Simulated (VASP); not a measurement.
# HPbNO4 (P1) in VASP: notebook

HPbNO4 is run at these levels: PBE; tasks: single point, relaxation of cell and atoms.

Program: VASP 6.6.1. These are calculated values, not measurements. Logs are shortened: lines on timing, memory, paths and dates and some standing lists are left out, and cuts for length are marked.

**1. The cell of the first run**

The typed cell holds 7 atoms: a = 4.204 Å, b = 4.339 Å, c = 6.729 Å, α = 71.95°, β = 72.29°, γ = 62.23°.

**2. Single point, PBE**

INCAR reads:

```
ALGO = Normal
EDIFF = 1E-6
ENCUT = 520
GGA = PE
ISIF = 2
ISMEAR = -1
LASPH = T
LCHARG = F
LREAL = F
LWAVE = F
NBANDS = 31
NELM = 80
PREC = Accurate
SIGMA = 0.05
```

KPOINTS reads:

```
k-points
0
Gamma
  5 5 3
```

POSCAR reads:

```
HPbNO4
1.0
    4.2040700000      0.0000000000      0.0000000000
    2.0217200000      3.8395200000      0.0000000000
    2.0468600000      1.2790000000      6.2813200000
H Pb N O
1 1 1 4
Direct
    0.8914500000      0.6820200000      0.6279600000
    0.1442600000      0.9287200000      0.8835200000
    0.2567000000      0.2886100000      0.3017100000
    0.8310800000      0.6505600000      0.7840500000
    0.3869400000      0.2238000000      0.1129500000
    0.3110400000      0.0357600000      0.4585600000
    0.0772600000      0.6063300000      0.3227500000
```

Potentials or basis: VASP PAW PBE potentials, release 64 (H, Pb_d, N, O).

Command:

```
$ cat potpaw_PBE.64/H/POTCAR potpaw_PBE.64/Pb_d/POTCAR potpaw_PBE.64/N/POTCAR potpaw_PBE.64/O/POTCAR > POTCAR
$ mpirun -np 1 vasp_std > vasp.out
```

OUTCAR:

```text
EDIFF = 1E-6
   ENCUT = 520
   GGA = PE
   ISIF = 2
   ISMEAR = -1
   LASPH = T
   LREAL = F
   NELM = 80
   PREC = Accurate

 ion  position               nearest neighbor table
   1  0.891  0.682  0.628-   4 0.98
   2  0.144  0.929  0.884-   4 2.48   4 2.51   6 2.67   4 2.72   5 2.81   7 2.84   5 2.91   5 2.93

   3  0.257  0.289  0.302-   6 1.25   7 1.26   5 1.28
   4  0.831  0.651  0.784-   1 0.98   2 2.48   2 2.51   2 2.72
   5  0.387  0.224  0.113-   3 1.28   2 2.81   2 2.91   2 2.93
   6  0.311  0.036  0.459-   3 1.25   2 2.67
   7  0.077  0.606  0.323-   3 1.26   2 2.84

  LATTYP: Found a triclinic cell.
 ALAT       =     6.7290755533
 B/A-ratio  =     1.0080441743
 C/A-ratio  =     0.6247618959
 COS(alpha) =     0.0037062124
 COS(beta)  =     0.3041814561
 COS(gamma) =     0.7937730465

  Lattice vectors:

 A1 = (   2.0468600000,   1.2790000000,   6.2813200000)
 A2 = (   0.0251400000,  -2.5605200000,   6.2813200000)
 A3 = (   4.2040700000,   0.0000000000,   0.0000000000)

Analysis of symmetry for initial positions (statically):
=====================================================================
 Subroutine PRICEL returns:
 Original cell was already a primitive cell.

 Routine SETGRP: Setting up the symmetry group for a
 triclinic supercell.

 Subroutine GETGRP returns: Found  1 space group operations
 (whereof  1 operations were pure point group operations)
 out of a pool of  2 trial point group operations.

The static configuration has the point symmetry C_1 .

Analysis of symmetry for dynamics (positions and initial velocities):
=====================================================================
 Subroutine PRICEL returns:
 Original cell was already a primitive cell.

 Routine SETGRP: Setting up the symmetry group for a
 triclinic supercell.

 Subroutine GETGRP returns: Found  1 space group operations
 (whereof  1 operations were pure point group operations)
 out of a pool of  2 trial point group operations.

The dynamic configuration has the point symmetry C_1 .

 Subroutine INISYM returns: Found  1 space group operations
 (whereof  1 operations are pure point group operations),
 and found     1 'primitive' translations

----------------------------------------------------------------------------------------

                                     Primitive cell

  volume of cell :     101.3906

  direct lattice vectors                    reciprocal lattice vectors
     4.204070000  0.000000000  0.000000000     0.237864736 -0.125248962 -0.052008557
     2.021720000  3.839520000  0.000000000     0.000000000  0.260449223 -0.053032572
     2.046860000  1.279000000  6.281320000     0.000000000  0.000000000  0.159202206

  length of vectors
     4.204070000  4.339270168  6.729075553     0.273809834  0.265793626  0.159202206

  position of ions in fractional coordinates (direct lattice)
     0.891450000  0.682020000  0.627960000
     0.144260000  0.928720000  0.883520000
     0.256700000  0.288610000  0.301710000
     0.831080000  0.650560000  0.784050000
     0.386940000  0.223800000  0.112950000
     0.311040000  0.035760000  0.458560000
     0.077260000  0.606330000  0.322750000

  ion indices of the primitive-cell ions
   primitive index   ion index
                 1           1
                 2           2
                 3           3
                 4           4
                 5           5
                 6           6
                 7           7

----------------------------------------------------------------------------------------

 KPOINTS: k-points

Automatic generation of k-mesh.
 Grid dimensions read from file:
 generate k-points for:    5    5    3

 Generating k-lattice:

  Cartesian coordinates                     Fractional coordinates (reciprocal lattice)
     0.047572947 -0.025049792 -0.010401711     0.200000000 -0.000000000  0.000000000
     0.000000000  0.052089845 -0.010606514     0.000000000  0.200000000  0.000000000
     0.000000000  0.000000000  0.053067402     0.000000000  0.000000000  0.333333333

  Length of vectors
     0.054761967  0.053158725  0.053067402

  Shift w.r.t. Gamma in fractional coordinates (k-lattice)
     0.000000000  0.000000000  0.000000000

 Subroutine IBZKPT returns following result:
 ===========================================

 Found     38 irreducible k-points:

 Following reciprocal coordinates:
            Coordinates               Weight
  0.000000  0.000000  0.000000      1.000000
  0.200000 -0.000000  0.000000      2.000000
  0.400000  0.000000  0.000000      2.000000
  0.000000  0.200000  0.000000      2.000000
  0.200000  0.200000  0.000000      2.000000
  0.400000  0.200000  0.000000      2.000000
[... 16 lines left out ...]
 -0.200000  0.200000  0.333333      2.000000
  0.000000  0.400000  0.333333      2.000000
 [... further k-points ...]
   k-points           NKPTS =     38   k-points in BZ     NKDIM =     38   number of bands    NBANDS=     31
   number of dos      NEDOS =    301   number of ions     NIONS =      7
   total plane-waves  NPLWV =  51200
   dimension x,y,z NGX =    32 NGY =   32 NGZ =   50
   dimension x,y,z NGXF=    64 NGYF=   64 NGZF=  100
   ions per type =               1   1   1   4
   NGX,Y,Z   is equivalent  to a cutoff of  12.65, 12.26, 12.35 a.u.
   NGXF,Y,Z  is equivalent  to a cutoff of  25.31, 24.52, 24.71 a.u.
 SYSTEM =  unknown system
   PREC   = accura    normal or accurate (medium, high low for compatibility)
   ISTART =      0    job   : 0-new  1-cont  2-samecut
   ICHARG =      2    charge: 1-file 2-atom 10-const
   ISPIN  =      1    spin polarized calculation?
   LNONCOLLINEAR =      F non collinear calculations
   LSORBIT =      F    spin-orbit coupling
   LASPH  =      T    aspherical Exc in radial PAW
   ENCUT  =  520.0 eV  38.22 Ry    6.18 a.u.   7.82  8.07 12.51*2*pi/ulx,y,z
   NELM   =     80;   NELMIN=  2; NELMDL= -5     # of ELM steps
   EDIFF  = 0.1E-05   stopping-criterion for ELM
   LREAL  =      F    real-space projection
   EDIFFG = 0.1E-04   stopping-criterion for IOM
   NSW    =      0    number of steps for IOM
   IBRION =     -1    ionic relax: 0-MD 1-quasi-New 2-CG
   NFREE  =      0    steps in history (QN), initial steepest desc. (CG)
   ISIF   =      2    stress and relaxation
   ISYM   =      2    0-nonsym 1-usesym 2-fastsym
   POTIM  = 0.5000    time-step for ionic-motion
   TEBEG  =    0.0;   TEEND  =   0.0 temperature during run
   PSTRESS=    0.0 pullay stress
   NELECT =      44.0000    total number of electrons
   NUPDOWN=      -1.0000    fix difference up-down
   EMIN   =  10.00;   EMAX   =-10.00  energy-range for DOS
   EFERMI =   0.00;   METHOD = LEGACY
   ISMEAR =    -1;   SIGMA  =   0.05  broadening in eV -4-tet -1-fermi 0-gaus
   EFERMI_NEDOS =   21; number of points for ismear=-14 and -15
   IALGO  =     38    algorithm
   IMIX   =      4    mixing-type and parameters
     AMIX     =   0.40;   BMIX     =  1.00
     AMIX_MAG =   1.60;   BMIX_MAG =  1.00
  volume/ion in A,a.u.               =      14.48        97.75
  Fermi-wavevector in a.u.,A,eV,Ry     =   1.239443  2.342207 20.901518  1.536218
  Thomas-Fermi vector in A             =   2.373926
   LORBIT       =      0    0 simple, 1 ext, 2 COOP (PROOUT), +10 PAW based schemes
   GGA     = PE    functional components
   LHFCALC =     F    Hartree Fock is set to
   AEXX    =    0.0000 exact exchange contribution
   IVDW    =     0    specifies the selected vdW correction
   LEPSILON=     F    determine dielectric tensor
   LRPA    =     F    only Hartree local field effects (RPA)
 non-spin polarized calculation
  energy-cutoff  :      520.00
  volume of cell :      101.39
 maximum number of plane-waves:      2745
   NGX = 15   NGY = 17   NGZ = 25

 number of electron      43.9999999 magnetization

 Free energy of the ion-electron system (eV)
  ---------------------------------------------------
  ext. energy  EPLUGINS =         0.00000000
  ---------------------------------------------------
  free energy    TOTEN  =       -40.42854867 eV

  energy without entropy =      -40.42854867  energy(sigma->0) =      -40.42854867

 E-fermi :   1.9728     XC(G=0):  -8.6162

 val. band max:        0.8776998154   @ k =   0.2000  -0.4000   0.3333
 cond. band min:       3.7226997538   @ k =  -0.2000   0.4000   0.3333
 fundamental gap:      2.8449999384
 Fermi energy:         1.9728363288

 k-point     1 :       0.0000    0.0000    0.0000
  band No.  band energies     occupation
      1     -25.0497      2.00000
      2     -19.6406      2.00000
      3     -19.3117      2.00000
      4     -16.7637      2.00000
      5     -14.4381      2.00000
      6     -14.4183      2.00000
[... 23 lines left out ...]
     30      12.4353      0.00000
     31      13.0518      0.00000

 k-point     2 :       0.2000   -0.0000    0.0000
  band No.  band energies     occupation
      1     -25.0404      2.00000
      2     -19.6565      2.00000
      3     -19.3160      2.00000
      4     -16.7571      2.00000
      5     -14.4466      2.00000
      6     -14.4342      2.00000
[... 23 lines left out ...]
     30      11.7613      0.00000
     31      12.5675      0.00000

 k-point     3 :       0.4000    0.0000    0.0000
  band No.  band energies     occupation
      1     -25.0251      2.00000
      2     -19.6839      2.00000
      3     -19.3207      2.00000
      4     -16.7499      2.00000
      5     -14.4507      2.00000
      6     -14.4350      2.00000
[... 23 lines left out ...]
     30      11.2009      0.00000
     31      12.3926      0.00000

 k-point     4 :       0.0000    0.2000    0.0000
  band No.  band energies     occupation
      1     -25.0343      2.00000
      2     -19.6784      2.00000
      3     -19.3207      2.00000
      4     -16.7577      2.00000
      5     -14.4446      2.00000
      6     -14.4216      2.00000
[... 23 lines left out ...]
     30      11.8004      0.00000
     31      12.8199      0.00000

 k-point     5 :       0.2000    0.2000    0.0000
  band No.  band energies     occupation
      1     -25.0398      2.00000
      2     -19.6579      2.00000
      3     -19.3155      2.00000
      4     -16.7572      2.00000
      5     -14.4437      2.00000
      6     -14.4361      2.00000
[... 23 lines left out ...]
     30      11.8349      0.00000
     31      12.6449      0.00000
[... 542 lines left out ...]
     30      11.5226      0.00000
     31      13.0631      0.00000

 k-point    22 :      -0.4000    0.2000    0.3333
  band No.  band energies     occupation
      1     -25.0171      2.00000
      2     -19.7033      2.00000
      3     -19.3240      2.00000
      4     -16.7477      2.00000
      5     -14.4499      2.00000
      6     -14.4332      2.00000
[... 23 lines left out ...]
     30      11.3980      0.00000
     31      12.7308      0.00000

 k-point    23 :      -0.2000    0.2000    0.3333
  band No.  band energies     occupation
      1     -25.0201      2.00000
      2     -19.7062      2.00000
      3     -19.3279      2.00000
      4     -16.7488      2.00000
      5     -14.4536      2.00000
      6     -14.4320      2.00000
[... 23 lines left out ...]
     30      11.8234      0.00000
     31      12.3442      0.00000

 k-point    24 :       0.0000    0.4000    0.3333
  band No.  band energies     occupation
      1     -25.0096      2.00000
      2     -19.7383      2.00000
      3     -19.3319      2.00000
      4     -16.7491      2.00000
      5     -14.4476      2.00000
      6     -14.4273      2.00000
[... 23 lines left out ...]
     30      11.7031      0.00000
     31      12.9651      0.00000

 [... further k-points ...]

------------------------ aborting loop because EDIFF is reached ----------------------------------------

  FORCE on cell =-STRESS in cart. coord.  units (eV):
  Direction    XX          YY          ZZ          XY          YZ          ZX
  --------------------------------------------------------------------------------------
  -------------------------------------------------------------------------------------
  Total       -0.1381156      0.6181287      0.6419778     -0.0191756     -0.0586239      0.0087004
  in kB       -2.1825060      9.7676868     10.1445500     -0.3030128     -0.9263769      0.1374844
  external PRESSURE =       5.9099103 kB  Pullay stress =       0.0000000 kB

 VOLUME and BASIS-vectors are now :
 -----------------------------------------------------------------------------
  energy-cutoff  :      520.00
  volume of cell :      101.39
      direct lattice vectors                 reciprocal lattice vectors
     4.204070000  0.000000000  0.000000000     0.237864736 -0.125248962 -0.052008557
     2.021720000  3.839520000  0.000000000     0.000000000  0.260449223 -0.053032572
     2.046860000  1.279000000  6.281320000     0.000000000  0.000000000  0.159202206

 POSITION                                       TOTAL-FORCE (eV/Angst)
 -----------------------------------------------------------------------------------
      6.41192      3.42179      3.94442        -0.001122     -0.008922     -0.108456
      4.29253      4.69586      5.54967         0.001059      0.007008      0.001352
      2.28023      1.49401      1.89514         0.001427     -0.047722     -0.083728
      6.41401      3.50064      4.92487         0.000184      0.006591      0.096798
      2.31038      1.00375      0.70948         0.007549     -0.121527     -0.291323
      2.31854      0.72380      2.88036         0.013032     -0.252120      0.340863
      2.21126      2.74081      2.02730        -0.022130      0.416693      0.044493
 -----------------------------------------------------------------------------------
    total drift:                               -0.000581     -0.000201     -0.000581

  FREE ENERGIE OF THE ION-ELECTRON SYSTEM (eV)
  ---------------------------------------------------
  free  energy   TOTEN  =       -40.4285486741 eV

  energy  without entropy=      -40.4285486740  energy(sigma->0) =      -40.42854867
```

Run time: 74 s. Hardware: 1 thread of Intel Xeon Platinum 8488C (Sapphire Rapids), shared host; peak memory 0.28 GiB.

What came out:

```
Free energy            : -40.4285 eV
Pressure               : 0.6 GPa
Largest force          : 0.424 eV/Å
Band gap on the k mesh : 2.85 eV
```

Forces in eV/Å, atoms in the order of the input:
```
H   -0.001 -0.009 -0.108
Pb   0.001  0.007  0.001
N    0.001 -0.048 -0.084
O    0.000  0.007  0.097
O    0.008 -0.122 -0.291
O    0.013 -0.252  0.341
O   -0.022  0.417  0.044
```

Stress tensor (GPa, compression positive):
```
-0.22 -0.03  0.01
-0.03  0.98 -0.09
 0.01 -0.09  1.01
```

Caveat: the standard files for N, O and F lose accuracy on very short bonds; spin-orbit coupling is left out, which moves the levels of the heavy elements; an odd mesh through Γ misses points on the zone boundary, where band edges can lie.

**3. Relaxation of cell and atoms, PBE**

INCAR reads:

```
PREC = Accurate
ENCUT = 600
EDIFF = 1E-7
ISMEAR = -1
SIGMA = 0.05
LREAL = False
LASPH = True
NELM = 100
ALGO = Normal
ISIF = 3
LWAVE = False
LCHARG = False
GGA = PE
IBRION = 2
NSW = 60
EDIFFG = -0.01
```

KPOINTS reads:

```
Automatic mesh
0
Gamma
  5 5 3
```

POSCAR is that of step 2.

Potentials or basis: VASP PAW PBE potentials, release 64 (H, Pb_d, N, O).

Command:

```
$ cat potpaw_PBE.64/H/POTCAR potpaw_PBE.64/Pb_d/POTCAR potpaw_PBE.64/N/POTCAR potpaw_PBE.64/O/POTCAR > POTCAR
$ mpirun -np 1 vasp_std > vasp.out
```

Wall time 21 min (1 thread of Intel Xeon Platinum 8488C (Sapphire Rapids), shared host); peak memory 0.35 GiB.

Results (log left out):

```yaml
Free_energy: -40.4506 eV
Relaxed_volume: 14.31 Å³/atom
Relaxed_cell: a = 4.191 Å, b = 4.314 Å, c = 6.718 Å, α = 72.20°, β = 72.22°, γ = 61.92°
Space_group_after_relaxing_to_0.1_Å: P1 (No. 1)
Energy_gained_by_relaxing: 0.7 meV/atom
Ionic_steps: 31
Pressure_after_relaxing: 0.0 GPa
Largest_force_after_relaxing: 0.008 eV/Å
Band_gap_on_the_k_mesh: 2.76 eV
```

Forces in eV/Å, atoms in the order of the input:
```
H    0.003  0.001 -0.001
Pb   0.002 -0.001  0.001
N    0.001  0.001  0.003
O   -0.005  0.000  0.000
O   -0.002  0.001  0.000
O   -0.004 -0.002  0.005
O    0.004  0.000 -0.007
```

Stress tensor (GPa, compression positive):
```
 0.08  0.00  0.01
 0.00  0.01  0.01
 0.01  0.01 -0.01
```

Step by step:
```tsv
step	energy change (eV)	largest force (eV/Å)	pressure (GPa)	volume (Å³)
1	0.0000	0.4165	0.46	101.39
2	0.0299	1.1910	-2.72	102.00
3	-0.0031	0.0531	-0.32	101.53
4	-0.0031	0.0580	-0.30	101.53
5	-0.0035	0.1033	-0.19	101.21
6	-0.0035	0.0917	-0.20	101.23
7	-0.0039	0.0667	-0.14	101.04
8	-0.0041	0.0483	-0.02	100.64
9	-0.0042	0.0310	0.03	100.57
10	-0.0042	0.0290	0.03	100.58
11	-0.0042	0.0257	0.03	100.57
12	-0.0043	0.0220	0.02	100.53
13	-0.0043	0.0788	0.01	100.46
14	-0.0043	0.0436	0.02	100.50
15	-0.0044	0.0377	0.01	100.49
16	-0.0045	0.0215	-0.01	100.47
17	-0.0046	0.0383	-0.05	100.44
18	-0.0046	0.0203	-0.03	100.41
19	-0.0046	0.0260	-0.01	100.39
20	-0.0046	0.0213	-0.02	100.39
21	-0.0046	0.0202	0.00	100.38
22	-0.0047	0.0471	0.03	100.33
23	-0.0047	0.0447	0.03	100.32
24	-0.0047	0.0375	0.03	100.31
25	-0.0048	0.0252	0.01	100.27
26	-0.0048	0.0291	-0.01	100.20
27	-0.0049	0.0203	0.02	100.16
28	-0.0049	0.0182	0.03	100.15
29	-0.0049	0.0285	0.05	100.12
30	-0.0049	0.0166	0.03	100.14
31	-0.0049	0.0082	0.03	100.14
```

Final structure:
```
H Pb N O
1.0
     4.19131    0.00817    0.00203
     2.02308    3.81062   -0.00981
     2.04619    1.25439    6.27419
H Pb N O
1 1 1 4
Direct
  0.89320 0.68118 0.62569
  0.14144 0.93418 0.88333
  0.25665 0.28756 0.30265
  0.83241 0.65034 0.78239
  0.38858 0.21946 0.11313
  0.31061 0.03325 0.46047
  0.07584 0.60983 0.32384
```

Levels at points of the mesh, in eV from the valence-band top:
```csv
k point,band 19,band 20,band 21,band 22,band 23,band 24,band 25,band 26
"(0.00, 0.00, 0.00)",-2.03,-1.52,-1.38,-0.75,3.49,4.35,5.57,6.27
```

Caveat: the standard files for N, O and F lose accuracy on very short bonds; spin-orbit coupling is left out, which moves the levels of the heavy elements; an odd mesh through Γ misses points on the zone boundary, where band edges can lie.
